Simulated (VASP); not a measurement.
# Y5F (I4/m) in VASP: a series of runs

The runs below take Y5F through relaxation of shape and atoms at fixed volume, with PBE.

Program: VASP 6.6.1. These are calculated values, not measurements. Logs are shortened: lines on timing, memory, paths and dates and some standing lists are left out, and cuts for length are marked.

**1. The cell of the first run**

The structure is tetragonal, space group I4/m (No. 87). The conventional cell has a = 8.316 Å, b = 8.316 Å, c = 5.224 Å, α = 90.00°, β = 90.00°, γ = 90.00°. Within 3.5 Å of Y (site symmetry m) lie 1 F at 2.63 Å. Within 3.4 Å of Y (site symmetry 4/m) lie 2 F at 2.61 Å. Within 3.4 Å of F (site symmetry 4/m) lie 6 Y at 2.61 to 2.63 Å.

**2. Relaxation of shape and atoms at fixed volume, PBE (30.11 Å³/atom)**

Contents of INCAR:

```
  PREC = Accurate
  ENCUT = 600
  EDIFF = 1E-7
  ISMEAR = 0
  SIGMA = 0.1
  LREAL = False
  LASPH = True
  NELM = 100
  ALGO = Fast
  ISIF = 4
  LWAVE = False
  LCHARG = False
  GGA = PE
  IBRION = 2
  NSW = 50
  EDIFFG = -0.01
```

Contents of KPOINTS:

```
regular mesh
0
Gamma
  8 8 8
```

Contents of POSCAR:

```
Y5F
1.0
   -4.1580022631      4.1580022631      2.6120036402
    4.1580022631     -4.1580022631      2.6120036402
    4.1580022631      4.1580022631     -2.6120036402
Y F
5 1
Direct
    0.9015739295      0.6995194532      0.6010933827
    0.0984260705      0.3004805468      0.3989066173
    0.3004805468      0.9015739295      0.2020544764
    0.6995194532      0.0984260705      0.7979455236
    0.5000000000      0.5000000000      0.0000000000
    0.0000000000      0.0000000000      0.0000000000
```

Potentials or basis: VASP PAW PBE potentials, release 64 (Y_sv, F).

Launch:

```sh
> cat potpaw_PBE.64/Y_sv/POTCAR potpaw_PBE.64/F/POTCAR > POTCAR
> mpirun -np 1 vasp_std > vasp.out
```

OUTCAR:

```text
PREC = Accurate
   ENCUT = 600
   EDIFF = 1E-7
   ISMEAR = 0
   LREAL = False
   LASPH = True
   NELM = 100
   ISIF = 4
   GGA = PE
   IBRION = 2
   NSW = 50
   EDIFFG = -0.01

 ion  position               nearest neighbor table
   1  0.902  0.700  0.601-   6 2.63   3 3.70   4 3.70   3 3.70   4 3.70   2 3.70   5 3.71   5 3.71
                             4 3.72   3 3.72   2 3.73   2 3.73   5 3.73
   2  0.098  0.300  0.399-   6 2.63   4 3.70   3 3.70   4 3.70   3 3.70   1 3.70   5 3.71   5 3.71
                             3 3.72   4 3.72   1 3.73   1 3.73   5 3.73
   3  0.300  0.902  0.202-   6 2.63   1 3.70   2 3.70   1 3.70   2 3.70   4 3.70   5 3.71   5 3.71
                             2 3.72   1 3.72   4 3.73   4 3.73   5 3.73
   4  0.700  0.098  0.798-   6 2.63   2 3.70   1 3.70   2 3.70   1 3.70   3 3.70   5 3.71   5 3.71
                             1 3.72   2 3.72   3 3.73   3 3.73   5 3.73
   5  0.500  0.500  0.000-   6 2.61   6 2.61   2 3.71   2 3.71   1 3.71   1 3.71   3 3.71   4 3.71
                             3 3.71   4 3.71   1 3.73   2 3.73   3 3.73   4 3.73
   6  0.000  0.000  0.000-   5 2.61   5 2.61   1 2.63   2 2.63   3 2.63   4 2.63

  LATTYP: Found a body centered tetragonal cell.
 ALAT       =     8.3160045262
 C/A-ratio  =     0.6281871617

  Lattice vectors:

 A1 = (  -4.1580022631,   4.1580022631,   2.6120036402)
 A2 = (   4.1580022631,  -4.1580022631,   2.6120036402)
 A3 = (   4.1580022631,   4.1580022631,  -2.6120036402)

Analysis of symmetry for initial positions (statically):
=====================================================================
 Subroutine PRICEL returns:
 Original cell was already a primitive cell.

 Routine SETGRP: Setting up the symmetry group for a
 body centered tetragonal supercell.

 Subroutine GETGRP returns: Found  8 space group operations
 (whereof  8 operations were pure point group operations)
 out of a pool of 16 trial point group operations.

The static configuration has the point symmetry C_4h.

Analysis of symmetry for dynamics (positions and initial velocities):
=====================================================================
 Subroutine PRICEL returns:
 Original cell was already a primitive cell.

 Routine SETGRP: Setting up the symmetry group for a
 body centered tetragonal supercell.

 Subroutine GETGRP returns: Found  8 space group operations
 (whereof  8 operations were pure point group operations)
 out of a pool of 16 trial point group operations.

The dynamic configuration has the point symmetry C_4h.

 Subroutine INISYM returns: Found  8 space group operations
 (whereof  8 operations are pure point group operations),
 and found     1 'primitive' translations

----------------------------------------------------------------------------------------

                                     Primitive cell

  volume of cell :     180.6355

  direct lattice vectors                    reciprocal lattice vectors
    -4.158002263  4.158002263  2.612003640     0.000000000  0.120250055  0.191423929
     4.158002263 -4.158002263  2.612003640     0.120250055  0.000000000  0.191423929
     4.158002263  4.158002263 -2.612003640     0.120250055  0.120250055  0.000000000

  length of vectors
     6.434324258  6.434324258  6.434324258     0.226060161  0.226060161  0.170059258

  position of ions in fractional coordinates (direct lattice)
     0.901573930  0.699519453  0.601093383
     0.098426070  0.300480547  0.398906617
     0.300480547  0.901573930  0.202054476
     0.699519453  0.098426070  0.797945524
     0.500000000  0.500000000  0.000000000
     0.000000000  0.000000000  0.000000000

  ion indices of the primitive-cell ions
   primitive index   ion index
                 1           1
                 2           2
                 3           3
                 4           4
                 5           5
                 6           6

----------------------------------------------------------------------------------------

 KPOINTS: regular mesh

Automatic generation of k-mesh.
 Grid dimensions read from file:
 generate k-points for:    8    8    8

 Generating k-lattice:

  Cartesian coordinates                     Fractional coordinates (reciprocal lattice)
     0.000000000  0.015031257  0.023927991     0.125000000  0.000000000  0.000000000
     0.015031257  0.000000000  0.023927991     0.000000000  0.125000000  0.000000000
     0.015031257  0.015031257  0.000000000     0.000000000  0.000000000  0.125000000

  Length of vectors
     0.028257520  0.028257520  0.021257407

  Shift w.r.t. Gamma in fractional coordinates (k-lattice)
     0.000000000  0.000000000  0.000000000

 Subroutine IBZKPT returns following result:
 ===========================================

 Found     78 irreducible k-points:

 Following reciprocal coordinates:
            Coordinates               Weight
  0.000000  0.000000  0.000000      1.000000
  0.125000  0.000000  0.000000      8.000000
  0.250000  0.000000  0.000000      8.000000
  0.375000 -0.000000  0.000000      8.000000
  0.500000  0.000000  0.000000      4.000000
  0.125000  0.125000  0.000000      8.000000
[... 16 lines left out ...]
 -0.375000  0.250000 -0.000000      8.000000
 -0.250000  0.375000  0.000000      8.000000
 [... further k-points ...]
   k-points           NKPTS =     78   k-points in BZ     NKDIM =     78   number of bands    NBANDS=     37
   number of dos      NEDOS =    301   number of ions     NIONS =      6
   total plane-waves  NPLWV = 157464
   dimension x,y,z NGX =    54 NGY =   54 NGZ =   54
   dimension x,y,z NGXF=   108 NGYF=  108 NGZF=  108
   ions per type =               5   1
   NGX,Y,Z   is equivalent  to a cutoff of  13.95, 13.95, 13.95 a.u.
   NGXF,Y,Z  is equivalent  to a cutoff of  27.90, 27.90, 27.90 a.u.
 SYSTEM =  unknown system
   PREC   = accura    normal or accurate (medium, high low for compatibility)
   ISTART =      0    job   : 0-new  1-cont  2-samecut
   ICHARG =      2    charge: 1-file 2-atom 10-const
   ISPIN  =      1    spin polarized calculation?
   LNONCOLLINEAR =      F non collinear calculations
   LSORBIT =      F    spin-orbit coupling
   LASPH  =      T    aspherical Exc in radial PAW
   ENCUT  =  600.0 eV  44.10 Ry    6.64 a.u.  12.85 12.85 12.85*2*pi/ulx,y,z
   NELM   =    100;   NELMIN=  2; NELMDL= -5     # of ELM steps
   EDIFF  = 0.1E-06   stopping-criterion for ELM
   LREAL  =      F    real-space projection
   EDIFFG = -.1E-01   stopping-criterion for IOM
   NSW    =     50    number of steps for IOM
   IBRION =      2    ionic relax: 0-MD 1-quasi-New 2-CG
   NFREE  =      1    steps in history (QN), initial steepest desc. (CG)
   ISIF   =      4    stress and relaxation
   ISYM   =      2    0-nonsym 1-usesym 2-fastsym
   POTIM  = 0.5000    time-step for ionic-motion
   TEBEG  =    0.0;   TEEND  =   0.0 temperature during run
   PSTRESS=    0.0 pullay stress
   NELECT =      62.0000    total number of electrons
   NUPDOWN=      -1.0000    fix difference up-down
   EMIN   =  10.00;   EMAX   =-10.00  energy-range for DOS
   EFERMI =   0.00;   METHOD = LEGACY
   ISMEAR =     0;   SIGMA  =   0.10  broadening in eV -4-tet -1-fermi 0-gaus
   EFERMI_NEDOS =   21; number of points for ismear=-14 and -15
   IALGO  =     68    algorithm
   IMIX   =      4    mixing-type and parameters
     AMIX     =   0.40;   BMIX     =  1.00
     AMIX_MAG =   1.60;   BMIX_MAG =  1.00
  volume/ion in A,a.u.               =      30.11       203.16
  Fermi-wavevector in a.u.,A,eV,Ry     =   1.146228  2.166057 17.875858  1.313838
  Thomas-Fermi vector in A             =   2.282913
   LORBIT       =      0    0 simple, 1 ext, 2 COOP (PROOUT), +10 PAW based schemes
   GGA     = PE    functional components
   LHFCALC =     F    Hartree Fock is set to
   AEXX    =    0.0000 exact exchange contribution
   IVDW    =     0    specifies the selected vdW correction
   LEPSILON=     F    determine dielectric tensor
   LRPA    =     F    only Hartree local field effects (RPA)
 conjugate gradient relaxation of ions
 non-spin polarized calculation
 RMM-DIIS sequential band-by-band and
 Gauss-broadening in eV      SIGMA  =   0.10
  energy-cutoff  :      600.00
  volume of cell :      180.64
 maximum number of plane-waves:      6066
 NGX is ok and might be reduce to    54
   NGX = 25   NGY = 25   NGZ = 25

--------------------------------------- Ionic step        1  -------------------------------------------

 number of electron      62.0000004 magnetization

 Free energy of the ion-electron system (eV)
  ---------------------------------------------------
  ext. energy  EPLUGINS =         0.00000000
  ---------------------------------------------------
  free energy    TOTEN  =       -38.36773212 eV

  energy without entropy =      -38.32406688  energy(sigma->0) =      -38.34589950

------------------------ aborting loop because EDIFF is reached ----------------------------------------

  FORCE on cell =-STRESS in cart. coord.  units (eV):
  Direction    XX          YY          ZZ          XY          YZ          ZX
  --------------------------------------------------------------------------------------
  -------------------------------------------------------------------------------------
  Total       -4.2994942     -4.2994942     -4.2180721     -0.0000001      0.0000000      0.0000000
  in kB      -38.1350863    -38.1350863    -37.4128999     -0.0000005      0.0000000      0.0000000
  external PRESSURE =     -37.8943575 kB  Pullay stress =       0.0000000 kB
[... 65 lines left out ...]
  energy  without entropy=      -38.3241445631  energy(sigma->0) =      -38.34596959

--------------------------------------- Ionic step        3  -------------------------------------------

 number of electron      62.0000004 magnetization

 Free energy of the ion-electron system (eV)
  ---------------------------------------------------
  ext. energy  EPLUGINS =         0.00000000
  ---------------------------------------------------
  free energy    TOTEN  =       -38.36790524 eV

  energy without entropy =      -38.32430367  energy(sigma->0) =      -38.34610446

 E-fermi :   3.0055     XC(G=0):  -9.2975

 val. band max:        3.0038997698   @ k =  -0.3750  -0.3750   0.2500
 cond. band min:       3.0097298109   @ k =   0.5000   0.2500  -0.1250
 fundamental gap:      0.0058300412
 Fermi energy:         3.0055222713

 k-point     1 :       0.0000    0.0000    0.0000
  band No.  band energies     occupation
      1     -40.0913      2.00000
      2     -40.0059      2.00000
      3     -39.9706      2.00000
      4     -39.9706      2.00000
      5     -39.9691      2.00000
      6     -23.0764      2.00000
[... 949 lines left out ...]
     36       4.1476      0.00000
     37       4.4273      0.00000

 [... further k-points ...]

------------------------ aborting loop because EDIFF is reached ----------------------------------------

  FORCE on cell =-STRESS in cart. coord.  units (eV):
  Direction    XX          YY          ZZ          XY          YZ          ZX
  --------------------------------------------------------------------------------------
  -------------------------------------------------------------------------------------
  Total       -4.2751846     -4.2751846     -4.2455631     -0.0000002      0.0000000      0.0000000
  in kB      -37.9194685    -37.9194685    -37.6567361     -0.0000014      0.0000000      0.0000000
  external PRESSURE =     -37.8318910 kB  Pullay stress =       0.0000000 kB
[... 21 lines left out ...]
  FREE ENERGIE OF THE ION-ELECTRON SYSTEM (eV)
  ---------------------------------------------------
  free  energy   TOTEN  =       -38.3679052386 eV

  energy  without entropy=      -38.3243036748  energy(sigma->0) =      -38.34610446

 reached required accuracy - stopping structural energy minimisation
```

Wall time 80 min (1 thread of Oxide Virtual Turin-like, shared host); peak memory 0.75 GiB.

Results:

```
Free energy                  : -38.3679 eV
Energy gained by relaxing    : 0.0 meV/atom
Ionic steps                  : 3
Pressure after relaxing      : -3.8 GPa
Largest force after relaxing : 0.003 eV/Å
Band gap on the k mesh       : zero (bands 31 and 32 overlap by 0.43 eV)
```

Forces in eV/Å, atoms in the order of the input:
```
Y   -0.001  0.003  0.000
Y    0.001 -0.003  0.000
Y    0.003  0.001  0.000
Y   -0.003 -0.001  0.000
Y    0.000  0.000  0.000
F    0.000  0.000  0.000
```

Step by step:
```tsv
step	energy change (eV)	largest force (eV/Å)	pressure (GPa)	volume (Å³)
1	0.0000	0.0131	-3.79	180.64
2	-0.0001	0.0105	-3.79	180.64
3	-0.0002	0.0033	-3.78	180.64
```

Final structure:
```yaml
crystal:
  lattice:
    - [-4.15438, 4.15438, 2.61657]
    - [4.15438, -4.15438, 2.61657]
    - [4.15438, 4.15438, -2.61657]
  atoms:
    - { symbol: Y, position: [0.90181, 0.69971, 0.60152] }
    - { symbol: Y, position: [0.09819, 0.30029, 0.39848] }
    - { symbol: Y, position: [0.30029, 0.90181, 0.20209] }
    - { symbol: Y, position: [0.69971, 0.09819, 0.79791] }
    - { symbol: Y, position: [0.50000, 0.50000, 0.00000] }
    - { symbol: F, position: [0.00000, 0.00000, 0.00000] }
```

**3. Relaxation of shape and atoms at fixed volume, PBE (28.19 Å³/atom)**

This run uses another cell than the first one, of 28.19 Å³/atom.

Edit INCAR of step 2 so:

```diff
@@ -2,3 +2,3 @@
   ENCUT = 600
-  EDIFF = 1E-7
+  EDIFF = 1E-6
   ISMEAR = 0
```

Contents of KPOINTS:

```
Automatic mesh
0
Gamma
  8 8 8
```

Contents of POSCAR:

```
Y5F
1.0
   -4.0664418825      4.0664418825      2.5571642289
    4.0664418825     -4.0664418825      2.5571642289
    4.0664418825      4.0664418825     -2.5571642289
Y F
5 1
Direct
    0.9008979900      0.6990228696      0.5999208597
    0.0991020100      0.3009771304      0.4000791403
    0.3009771304      0.9008979900      0.2018751204
    0.6990228696      0.0991020100      0.7981248796
    0.5000000000      0.5000000000      0.0000000000
    0.0000000000      0.0000000000      0.0000000000
```

Potentials or basis: VASP PAW PBE potentials, release 64 (Y_sv, F).

Launch:

```sh
> cat potpaw_PBE.64/Y_sv/POTCAR potpaw_PBE.64/F/POTCAR > POTCAR
> mpirun -np 1 vasp_std > vasp.out
```

Wall time 35 min (1 thread of Oxide Virtual Turin-like, shared host); peak memory 0.67 GiB.

The run converged. Its results:

```
Free energy                  : -38.5536 eV
Energy gained by relaxing    : 0.0 meV/atom
Ionic steps                  : 2
Pressure after relaxing      : -1.4 GPa
Largest force after relaxing : 0.009 eV/Å
Band gap on the k mesh       : zero (bands 31 and 32 overlap by 0.45 eV)
```

Forces on the atoms (eV/Å):
```
Y    0.006  0.007  0.000
Y   -0.006 -0.007  0.000
Y    0.007 -0.006  0.000
Y   -0.007  0.006  0.000
Y    0.000  0.000  0.000
F    0.000  0.000  0.000
```

Final structure:
```xyz
6
Lattice="-4.0665 4.0665 2.5570 4.0665 -4.0665 2.5570 4.0665 4.0665 -2.5570" Properties=species:S:1:pos:R:3 pbc="T T T"
Y     1.6191    3.2610    2.5570
Y     2.4475    0.8056    0.0000
Y     3.2610   -1.6191    2.5570
Y     0.8056    5.6856    0.0000
Y     4.0665    4.0665    0.0000
F     4.0665    4.0665    2.5570
```

Levels at points of the mesh, in eV from the Fermi level:
| k point | band 27 | band 28 | band 29 | band 30 | band 31 | band 32 | band 33 | band 34 | band 35 | band 36 |
| --- | --- | --- | --- | --- | --- | --- | --- | --- | --- | --- |
| (0.00, 0.00, 0.00) | -0.80 | -0.80 | -0.21 | -0.21 | -0.03 | 0.10 | 0.20 | 0.37 | 0.71 | 0.71 |
| (0.50, 0.00, 0.00) | -1.58 | -0.76 | -0.61 | 0.02 | 0.07 | 0.19 | 0.39 | 0.41 | 0.72 | 1.06 |
| (0.50, 0.50, 0.00) | -1.36 | -0.95 | -0.57 | -0.49 | -0.07 | 0.28 | 0.56 | 0.58 | 0.97 | 1.02 |
| (0.50, 0.50, 0.50) | -2.01 | -1.81 | -0.95 | -0.28 | -0.28 | -0.19 | -0.07 | 0.06 | 1.11 | 1.60 |
